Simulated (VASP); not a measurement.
Write the native input for VASP 6.6.1 that does the following.

- Task: single point
- Functional: PBE
- Potentials or basis: VASP PAW PBE potentials, release 64 (Mg, Zn, S)
- Cutoff: 520 eV
- k mesh: 6 × 6 × 4
- Occupations: gaussian, width 0.02 eV
- Spin: no spin polarisation
- Dipole correction: no
- Further INCAR settings: ALGO = Normal; EDIFF = 1e-07; NBANDS = 41

The structure of Mg5ZnS6 lies in POSCAR:

```
Mg5ZnS6
1.0
    6.9595103975      0.0000000000      0.0000000000
   -3.4797551988      6.0271128022      0.0000000000
    0.0000000000      0.0000000000      6.4698922000
Mg Zn S
5 1 6
Direct
    0.0000000000      0.6698280000      0.0024080000
    0.6698280000      0.0000000000      0.0024080000
    0.3301720000      0.3301720000      0.0024080000
    0.3333333333      0.6666666667      0.5029450000
    0.6666666667      0.3333333333      0.5029450000
    0.0000000000      0.0000000000      0.5042070000
    0.0000000000      0.6768880000      0.3846750000
    0.6768880000      0.0000000000      0.3846750000
    0.3231120000      0.3231120000      0.3846750000
    0.3333333333      0.6666666667      0.8842660000
    0.0000000000      0.0000000000      0.8701200000
    0.6666666667      0.3333333333      0.8842660000
```

These files were run (other wordings do the same):

INCAR

```
SYSTEM = Mg5ZnS6
ALGO = Normal
EDIFF = 1E-7
ENCUT = 520
GGA = PE
ISIF = 2
ISMEAR = 0
LASPH = .TRUE.
LCHARG = .TRUE.
LELF = .TRUE.
LREAL = .FALSE.
LVHAR = .TRUE.
LWAVE = .FALSE.
NBANDS = 41
NELM = 100
PREC = Accurate
SIGMA = 0.02
```

KPOINTS

```
k-points
0
G
  6 6 4
  0 0 0
```

Potentials or basis: VASP PAW PBE potentials, release 64 (Mg, Zn, S).

Launch:

```sh
$ cat potpaw_PBE.64/Mg/POTCAR potpaw_PBE.64/Zn/POTCAR potpaw_PBE.64/S/POTCAR > POTCAR
$ mpirun -np 1 vasp_std > vasp.out
```

It gave:

```json
{"Pressure": "-0.1 GPa", "Largest force": "0.024 eV/Å", "Band gap on the k mesh": "3.13 eV"}
```

Wall time 4.3 min on 1 thread of Intel(R) Xeon(R) 6975P-C (Granite Rapids) (shared host), peak memory 0.49 GiB.
